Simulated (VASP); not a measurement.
HfN, 2 atoms in the cell. The structure is cubic, space group Fm-3m (No. 225). The conventional cell has a = 4.548 Å, b = 4.548 Å, c = 4.548 Å, α = 90.00°, β = 90.00°, γ = 90.00°. Hf (site symmetry m-3m) has 6 N at 2.27 Å within 3.0 Å. Within 3.0 Å of N (site symmetry m-3m) lie 6 Hf at 2.27 Å.  This cell differs from its parent crystal: volume scaled by 1.02, then relaxed in part.

| Quantity | Value |
| --- | --- |
| Program | VASP 6.6.1 |
| Task | single point |
| Functional | PBE |
| Potentials or basis | VASP PAW PBE potentials, release 64 (Hf_pv, N) |
| Cutoff | 520 eV |
| k mesh | 18 × 18 × 18 |
| Occupations | fermi-dirac, width 0.05 eV |
| Spin | no spin polarisation |
| Dipole correction | no |
| Further INCAR settings | ALGO = Normal; EDIFF = 1e-06; NBANDS = 14 |

Potentials or basis: VASP PAW PBE potentials, release 64 (Hf_pv, N).

Command:

```bash
$ cat potpaw_PBE.64/Hf_pv/POTCAR potpaw_PBE.64/N/POTCAR > POTCAR
$ mpirun -np 1 vasp_std > vasp.out
```

Hardware: 1 thread of Intel(R) Xeon(R) 6975P-C (Granite Rapids), with other jobs on the host.

How long does it take, and how much memory?

Wall time 16 s on 1 thread of Intel(R) Xeon(R) 6975P-C (Granite Rapids) (shared host), peak memory 0.19 GiB. Counts: scf iterations 13, k points 195.
